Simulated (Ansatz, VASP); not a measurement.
## BAs: VASP beside Ansatz

```
CELL_PARAMETERS angstrom
2.12755 0.00000 0.00000
0.00000 3.17406 0.00000
0.00000 0.00000 4.95098
ATOMIC_POSITIONS crystal
B 0.00000 0.50000 0.00000
As 0.50000 0.50000 0.50000
```

Alike in both runs: functional BLYP; k mesh 12 × 8 × 6; occupations fermi-dirac, width 0.05 eV; no spin polarisation.

```csv
,VASP,Ansatz
version,VASP 6.6.1,Ansatz 0.2.0
potentials or method,"VASP PAW PBE potentials, release 64 (B, As)",Ansatz PAW
plane-wave cutoff (eV),520,420
valence electrons in the cell,8,18
task,single point,band structure
```

VASP gave:

```
gap on the k mesh at the Fermi level (eV)                     : none
pressure (GPa)                                                : 12.2
traceless stress, the component that is largest in VASP (GPa) : 24.06
```

Task: Estimate Ansatz's values.

Result: gap on the k mesh at the Fermi level (eV): none; pressure (GPa): 11.6; traceless stress, the component that is largest in VASP (GPa): 23.21.

VASP's potentials were made for PBE, not for BLYP. A gap of «none» marks a metal or a gap that the smearing closes. With one functional, cell and mesh, what is left measures potentials, basis and numerics. VASP's potentials hold 8 valence electrons a cell and Ansatz's 18, so a difference there can come from the potentials and not from the codes.
